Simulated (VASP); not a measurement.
# Ba (Fd-3m) in VASP: notebook

Runs on Ba. Level: PBE. Tasks: single point.

Everything below comes from runs of VASP 6.6.1. Logs are shortened: lines on timing, memory, paths and dates and some standing lists are left out, and cuts for length are marked.

### Step 1. The cell of the first run

Symmetry: Fd-3m, No. 227, cubic system. The conventional cell has a = 7.610 Å, b = 7.610 Å, c = 7.610 Å, α = 90.00°, β = 90.00°, γ = 90.00°. Within 4.3 Å of Ba (site symmetry -43m) lie 4 Ba at 3.30 Å.

This isn't the form of Ba at room conditions, which is bcc.

### Step 2. Single point, PBE (55.10 Å³/atom)

The input, INCAR:

```
PREC = Accurate
ENCUT = 520
EDIFF = 1E-7
ISMEAR = -1
SIGMA = 0.1
LREAL = F
LASPH = T
NELM = 80
ALGO = Normal
ISIF = 2
LWAVE = F
LCHARG = T
GGA = PE
LELF = T
LVHAR = T
NBANDS = 17
```

The input, KPOINTS:

```
Automatic mesh
0
Gamma
  8 8 8
```

The input, POSCAR:

```
Ba
1.0
    0.0000000000      3.8051449994      3.8051449994
    3.8051449994      0.0000000000      3.8051449994
    3.8051449994      3.8051449994      0.0000000000
Ba
2
Direct
    0.1250000000      0.1250000000      0.1250000000
    0.8750000000      0.8750000000      0.8750000000
```

Potentials or basis: VASP PAW PBE potentials, release 64 (Ba_sv).

Run with:

```console
$ cat potpaw_PBE.64/Ba_sv/POTCAR > POTCAR
$ mpirun -np 1 vasp_std > vasp.out
```

OUTCAR:

```text
PREC = Accurate
   ENCUT = 520
   EDIFF = 1E-7
   ISMEAR = -1
   LREAL = F
   LASPH = T
   NELM = 80
   ISIF = 2
   GGA = PE

 ion  position               nearest neighbor table
   1  0.125  0.125  0.125-   2 3.30   2 3.30   2 3.30   2 3.30
   2  0.875  0.875  0.875-   1 3.30   1 3.30   1 3.30   1 3.30

  LATTYP: Found a face centered cubic cell.
 ALAT       =     7.6102899988

  Lattice vectors:

 A1 = (   0.0000000000,   3.8051449994,   3.8051449994)
 A2 = (   3.8051449994,   0.0000000000,   3.8051449994)
 A3 = (   3.8051449994,   3.8051449994,   0.0000000000)

Analysis of symmetry for initial positions (statically):
=====================================================================
 Subroutine PRICEL returns:
 Original cell was already a primitive cell.

 Routine SETGRP: Setting up the symmetry group for a
 face centered cubic supercell.

 Subroutine GETGRP returns: Found 48 space group operations
 (whereof 12 operations were pure point group operations)
 out of a pool of 48 trial point group operations.

The static configuration has the point symmetry D_3d.
 The point group associated with its full space group is O_h .

Analysis of symmetry for dynamics (positions and initial velocities):
=====================================================================
 Subroutine PRICEL returns:
 Original cell was already a primitive cell.

 Routine SETGRP: Setting up the symmetry group for a
 face centered cubic supercell.

 Subroutine GETGRP returns: Found 48 space group operations
 (whereof 12 operations were pure point group operations)
 out of a pool of 48 trial point group operations.

The dynamic configuration has the point symmetry D_3d.
 The point group associated with its full space group is O_h .

 Subroutine INISYM returns: Found 48 space group operations
 (whereof 12 operations are pure point group operations),
 and found     1 'primitive' translations

----------------------------------------------------------------------------------------

                                     Primitive cell

  volume of cell :     110.1904

  direct lattice vectors                    reciprocal lattice vectors
     0.000000000  3.805144999  3.805144999    -0.131401037  0.131401037  0.131401037
     3.805144999  0.000000000  3.805144999     0.131401037 -0.131401037  0.131401037
     3.805144999  3.805144999  0.000000000     0.131401037  0.131401037 -0.131401037

  length of vectors
     5.381287665  5.381287665  5.381287665     0.227593273  0.227593273  0.227593273

  position of ions in fractional coordinates (direct lattice)
     0.125000000  0.125000000  0.125000000
     0.875000000  0.875000000  0.875000000

  ion indices of the primitive-cell ions
   primitive index   ion index
                 1           1
                 2           2

----------------------------------------------------------------------------------------

 KPOINTS: Automatic mesh

Automatic generation of k-mesh.
 Grid dimensions read from file:
 generate k-points for:    8    8    8

 Generating k-lattice:

  Cartesian coordinates                     Fractional coordinates (reciprocal lattice)
    -0.016425130  0.016425130  0.016425130     0.125000000  0.000000000  0.000000000
     0.016425130 -0.016425130  0.016425130     0.000000000  0.125000000  0.000000000
     0.016425130  0.016425130 -0.016425130     0.000000000  0.000000000  0.125000000

  Length of vectors
     0.028449159  0.028449159  0.028449159

  Shift w.r.t. Gamma in fractional coordinates (k-lattice)
     0.000000000  0.000000000  0.000000000

 Subroutine IBZKPT returns following result:
 ===========================================

 Found     29 irreducible k-points:

 Following reciprocal coordinates:
            Coordinates               Weight
  0.000000  0.000000  0.000000      1.000000
  0.125000  0.000000  0.000000      8.000000
  0.250000  0.000000  0.000000      8.000000
  0.375000  0.000000  0.000000      8.000000
  0.500000  0.000000  0.000000      4.000000
  0.125000  0.125000  0.000000      6.000000
[... 16 lines left out ...]
  0.500000  0.250000  0.125000     48.000000
 -0.375000  0.250000  0.125000     24.000000
 [... further k-points ...]
   k-points           NKPTS =     29   k-points in BZ     NKDIM =     29   number of bands    NBANDS=     17
   number of dos      NEDOS =    301   number of ions     NIONS =      2
   total plane-waves  NPLWV =  64000
   dimension x,y,z NGX =    40 NGY =   40 NGZ =   40
   dimension x,y,z NGXF=    80 NGYF=   80 NGZF=   80
   ions per type =               2
   NGX,Y,Z   is equivalent  to a cutoff of  12.36, 12.36, 12.36 a.u.
   NGXF,Y,Z  is equivalent  to a cutoff of  24.71, 24.71, 24.71 a.u.
 SYSTEM =  unknown system
   PREC   = accura    normal or accurate (medium, high low for compatibility)
   ISTART =      0    job   : 0-new  1-cont  2-samecut
   ICHARG =      2    charge: 1-file 2-atom 10-const
   ISPIN  =      1    spin polarized calculation?
   LNONCOLLINEAR =      F non collinear calculations
   LSORBIT =      F    spin-orbit coupling
   LASPH  =      T    aspherical Exc in radial PAW
   ENCUT  =  520.0 eV  38.22 Ry    6.18 a.u.  10.01 10.01 10.01*2*pi/ulx,y,z
   NELM   =     80;   NELMIN=  2; NELMDL= -5     # of ELM steps
   EDIFF  = 0.1E-06   stopping-criterion for ELM
   LREAL  =      F    real-space projection
   EDIFFG = 0.1E-05   stopping-criterion for IOM
   NSW    =      0    number of steps for IOM
   IBRION =     -1    ionic relax: 0-MD 1-quasi-New 2-CG
   NFREE  =      0    steps in history (QN), initial steepest desc. (CG)
   ISIF   =      2    stress and relaxation
   ISYM   =      2    0-nonsym 1-usesym 2-fastsym
   POTIM  = 0.5000    time-step for ionic-motion
   TEBEG  =    0.0;   TEEND  =   0.0 temperature during run
   PSTRESS=    0.0 pullay stress
   NELECT =      20.0000    total number of electrons
   NUPDOWN=      -1.0000    fix difference up-down
   EMIN   =  10.00;   EMAX   =-10.00  energy-range for DOS
   EFERMI =   0.00;   METHOD = LEGACY
   ISMEAR =    -1;   SIGMA  =   0.10  broadening in eV -4-tet -1-fermi 0-gaus
   EFERMI_NEDOS =   21; number of points for ismear=-14 and -15
   IALGO  =     38    algorithm
   IMIX   =      4    mixing-type and parameters
     AMIX     =   0.40;   BMIX     =  1.00
     AMIX_MAG =   1.60;   BMIX_MAG =  1.00
  volume/ion in A,a.u.               =      55.10       371.80
  Fermi-wavevector in a.u.,A,eV,Ry     =   0.926909  1.751603 11.689578  0.859160
  Thomas-Fermi vector in A             =   2.052922
   LORBIT       =      0    0 simple, 1 ext, 2 COOP (PROOUT), +10 PAW based schemes
   GGA     = PE    functional components
   LHFCALC =     F    Hartree Fock is set to
   AEXX    =    0.0000 exact exchange contribution
   IVDW    =     0    specifies the selected vdW correction
   LEPSILON=     F    determine dielectric tensor
   LRPA    =     F    only Hartree local field effects (RPA)
 non-spin polarized calculation
  energy-cutoff  :      520.00
  volume of cell :      110.19
 maximum number of plane-waves:      2996
   NGX = 21   NGY = 21   NGZ = 21

 number of electron      19.9999998 magnetization

 Free energy of the ion-electron system (eV)
  ---------------------------------------------------
  ext. energy  EPLUGINS =         0.00000000
  ---------------------------------------------------
  free energy    TOTEN  =        -1.86031620 eV

  energy without entropy =       -1.78587212  energy(sigma->0) =       -1.82309416

 E-fermi :   1.7992     XC(G=0):  -7.7206

 val. band max:        1.7962887729   @ k =  -0.3750   0.1250   0.0000
 cond. band min:       1.8122010180   @ k =  -0.3750   0.1250   0.0000
 fundamental gap:      0.0159122451
 Fermi energy:         1.7991521142

 k-point     1 :       0.0000    0.0000    0.0000
  band No.  band energies     occupation
      1     -27.6148      2.00000
      2     -26.8594      2.00000
      3     -13.1618      2.00000
      4     -13.1618      2.00000
      5     -13.1618      2.00000
      6     -11.9227      2.00000
[... 9 lines left out ...]
     16       4.8012      0.00000
     17       4.8012      0.00000

 k-point     2 :       0.1250    0.0000    0.0000
  band No.  band energies     occupation
      1     -27.5948      2.00000
      2     -26.8824      2.00000
      3     -13.1878      2.00000
      4     -13.1878      2.00000
      5     -13.1647      2.00000
      6     -11.9148      2.00000
[... 9 lines left out ...]
     16       4.7237      0.00000
     17       4.7237      0.00000

 k-point     3 :       0.2500    0.0000    0.0000
  band No.  band energies     occupation
      1     -27.5404      2.00000
      2     -26.9440      2.00000
      3     -13.2459      2.00000
      4     -13.2459      2.00000
      5     -13.1748      2.00000
      6     -11.8905      2.00000
[... 9 lines left out ...]
     16       4.8372      0.00000
     17       4.8372      0.00000

 k-point     4 :       0.3750    0.0000    0.0000
  band No.  band energies     occupation
      1     -27.4719      2.00000
      2     -27.0199      2.00000
      3     -13.2984      2.00000
      4     -13.2984      2.00000
      5     -13.1893      2.00000
      6     -11.8591      2.00000
[... 9 lines left out ...]
     16       5.4595      0.00000
     17       5.4595      0.00000

 k-point     5 :       0.5000    0.0000    0.0000
  band No.  band energies     occupation
      1     -27.4356      2.00000
      2     -27.0591      2.00000
      3     -13.3189      2.00000
      4     -13.3189      2.00000
      5     -13.1964      2.00000
      6     -11.8441      2.00000
[... 9 lines left out ...]
     16       5.9247      0.00000
     17       5.9250      0.00000

 k-point     6 :       0.1250    0.1250    0.0000
  band No.  band energies     occupation
      1     -27.5879      2.00000
      2     -26.8903      2.00000
      3     -13.2194      2.00000
      4     -13.2194      2.00000
      5     -13.1131      2.00000
      6     -11.9749      2.00000
[... 9 lines left out ...]
     16       4.7078      0.00000
     17       4.7078      0.00000

 k-point     7 :       0.2500    0.1250    0.0000
  band No.  band energies     occupation
      1     -27.5439      2.00000
      2     -26.9402      2.00000
      3     -13.2833      2.00000
      4     -13.2789      2.00000
      5     -13.0763      2.00000
      6     -12.0060      2.00000
[... 9 lines left out ...]
     16       4.5217      0.00000
     17       4.7842      0.00000

 k-point     8 :       0.3750    0.1250    0.0000
  band No.  band energies     occupation
      1     -27.4764      2.00000
      2     -27.0149      2.00000
      3     -13.3580      2.00000
      4     -13.3289      2.00000
      5     -13.0563      2.00000
      6     -12.0071      2.00000
[... 9 lines left out ...]
     16       4.7861      0.00000
     17       5.3499      0.00000
[... 203 lines left out ...]
      1     -27.3223      2.00000
      2     -27.1782      2.00000
      3     -13.4841      2.00000
      4     -13.4567      2.00000
      5     -12.6752      2.00000
      6     -12.4106      2.00000
[... 9 lines left out ...]
     16       4.6641      0.00000
     17       5.6388      0.00000

 k-point    20 :      -0.3750    0.3750    0.0000
  band No.  band energies     occupation
      1     -27.3056      2.00000
      2     -27.1954      2.00000
      3     -13.5181      2.00000
      4     -13.4315      2.00000
      5     -12.7027      2.00000
      6     -12.3589      2.00000
[... 9 lines left out ...]
     16       4.2371      0.00000
     17       5.3801      0.00000

 k-point    21 :       0.5000    0.5000    0.0000
  band No.  band energies     occupation
      1     -27.2508      2.00000
      2     -27.2508      2.00000
      3     -13.4779      2.00000
      4     -13.4779      2.00000
      5     -12.5494      2.00000
      6     -12.5494      2.00000
[... 9 lines left out ...]
     16       4.1142      0.00000
     17       6.2457      0.00000

 k-point    22 :       0.3750    0.2500    0.1250
  band No.  band energies     occupation
      1     -27.4912      2.00000
      2     -26.9987      2.00000
      3     -13.3811      2.00000
      4     -13.3143      2.00000
      5     -13.0022      2.00000
      6     -12.0720      2.00000
[... 9 lines left out ...]
     16       4.6549      0.00000
     17       4.7305      0.00000

 k-point    23 :       0.5000    0.2500    0.1250
  band No.  band energies     occupation
      1     -27.4218      2.00000
      2     -27.0739      2.00000
      3     -13.4532      2.00000
      4     -13.3603      2.00000
      5     -12.9333      2.00000
      6     -12.1227      2.00000
[... 9 lines left out ...]
     16       4.6431      0.00000
     17       5.3808      0.00000

 k-point    24 :      -0.3750    0.2500    0.1250
  band No.  band energies     occupation
      1     -27.3821      2.00000
      2     -27.1160      2.00000
      3     -13.4789      2.00000
      4     -13.3814      2.00000
      5     -12.9036      2.00000
      6     -12.1433      2.00000
[... 9 lines left out ...]
     16       4.8991      0.00000
     17       5.2759      0.00000

 [... further k-points ...]

------------------------ aborting loop because EDIFF is reached ----------------------------------------

  FORCE on cell =-STRESS in cart. coord.  units (eV):
  Direction    XX          YY          ZZ          XY          YZ          ZX
  --------------------------------------------------------------------------------------
  -------------------------------------------------------------------------------------
  Total        0.5245759      0.5245759      0.5245759      0.0000000     -0.0000000     -0.0000000
  in kB        7.6273789      7.6273789      7.6273789      0.0000000     -0.0000000     -0.0000000
  external PRESSURE =       7.6273789 kB  Pullay stress =       0.0000000 kB

 VOLUME and BASIS-vectors are now :
 -----------------------------------------------------------------------------
  energy-cutoff  :      520.00
  volume of cell :      110.19
      direct lattice vectors                 reciprocal lattice vectors
     0.000000000  3.805144999  3.805144999    -0.131401037  0.131401037  0.131401037
     3.805144999  0.000000000  3.805144999     0.131401037 -0.131401037  0.131401037
     3.805144999  3.805144999  0.000000000     0.131401037  0.131401037 -0.131401037

 POSITION                                       TOTAL-FORCE (eV/Angst)
 -----------------------------------------------------------------------------------
      0.95129      0.95129      0.95129        -0.000000     -0.000000     -0.000000
      6.65900      6.65900      6.65900         0.000000      0.000000      0.000000
 -----------------------------------------------------------------------------------
    total drift:                                0.000000      0.000000     -0.000000

  FREE ENERGIE OF THE ION-ELECTRON SYSTEM (eV)
  ---------------------------------------------------
  free  energy   TOTEN  =        -1.8603161975 eV

  energy  without entropy=       -1.7858721230  energy(sigma->0) =       -1.82309416
```

It took 2 min on 1 thread of Intel Xeon 8259CL, shared host; peak memory 0.22 GiB.

Results:

```
Free energy            : -1.8603 eV
Pressure               : 0.8 GPa
Band gap on the k mesh : zero (bands 10 and 11 overlap by 0.16 eV)
```

Levels at points of the mesh, in eV from the Fermi level:
```tsv
k point	band 6	band 7	band 8	band 9	band 10	band 11	band 12	band 13	band 14	band 15
(0.00, 0.00, 0.00)	-13.72	-13.72	-13.72	-2.10	0.15	0.15	1.33	1.33	1.33	3.00
(0.50, 0.00, 0.00)	-13.64	-13.52	-13.52	-0.20	-0.18	0.24	0.24	1.02	1.02	2.10
(0.50, 0.50, 0.00)	-14.35	-13.31	-13.31	-0.73	-0.73	1.06	1.06	1.80	1.80	2.32
```

Caveat: spin-orbit coupling is left out, which moves the levels of the heavy elements.

(Part 1 of 2 ends here.)

The gap in the log of VASP goes by the Fermi energy; the results here count the filled bands.